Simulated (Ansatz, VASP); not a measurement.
KBr: VASP beside Ansatz

POSCAR

```
KBr
1.0
    0.0000000000      3.3000000000      3.3000000000
    3.3000000000      0.0000000000      3.3000000000
    3.3000000000      3.3000000000      0.0000000000
K Br
1 1
Direct
    0.0000000000      0.0000000000      0.0000000000
    0.5000000000      0.5000000000      0.5000000000
```

File INCAR.step1:

```
SYSTEM = KBr
ALGO = Normal
EDIFF = 1E-5
EDIFFG = -0.005
ENCUT = 550
GGA = PE
GGA_COMPAT = .FALSE.
IBRION = 2
ISIF = 3
ISMEAR = 0
LASPH = .TRUE.
LCHARG = .FALSE.
LREAL = .FALSE.
LWAVE = .TRUE.
NELM = 120
NELMIN = 4
NSW = 100
PREC = Accurate
SIGMA = 0.01
```

INCAR.step2

```
SYSTEM = KBr
ALGO = Normal
EDIFF = 1E-7
EDIFFG = -0.005
ENCUT = 550
GGA_COMPAT = .FALSE.
IBRION = 2
ISIF = 3
ISMEAR = 0
ISTART = 1
IVDW = 13
LASPH = .TRUE.
LCHARG = .FALSE.
LMIXTAU = .TRUE.
LREAL = .FALSE.
LWAVE = .FALSE.
METAGGA = R2SCAN
NELM = 120
NELMIN = 4
NSW = 80
PREC = Accurate
SIGMA = 0.01
VDW_A1 = 0.51559235
VDW_A2 = 5.77342911
VDW_S6 = 1.0
VDW_S8 = 0.6018749
```

File KPOINTS:

```
k-points
0
G
  6 6 6
  0 0 0
```

Input for Ansatz:

```yaml
crystal:
  lattice:
    bravais: fcc
    a: 6.6
  space_group: 225
  atoms:
    - { symbol: K, position: [0.0, 0.0, 0.0] }
    - { symbol: Br, position: [0.5, 0.0, 0.0] }
  reduce_to_primitive: true
kpoints:
  mp_grid:
    grid: [6, 6, 6]
hamiltonian:
  xc: r2scan
  dispersion: d4
  pseudopotentials:
    kind: paw
    azcp:
      folder: soft_1
scf:
  occupations:
    method: fixed
relax:
  f_tol: 0.005
  cell: {}
```

Alike in both runs: task relaxation of cell and atoms; functional r2SCAN; dispersion D4; k mesh 6 × 6 × 6; no spin polarisation.

```csv
,VASP,Ansatz
version,VASP 6.6.1,Ansatz 0.2.0
potentials or method,"VASP PAW PBE potentials, release 64 (K_sv, Br)","plane waves, PAW"
plane-wave cutoff (eV),550,500
occupations,"gaussian, width 0.01 eV",fixed
valence electrons in the cell,16,16
```

VASP gave:

- relaxed volume (Å³/atom): 35.63
- relaxed cell length with the largest relative difference (Å): 4.653

Task: Which values does Ansatz return?

Result: Relaxed volume (Å³/atom): 35.62; relaxed cell length with the largest relative difference (Å): 4.653.

VASP's potentials were made for PBE, not for r2SCAN.
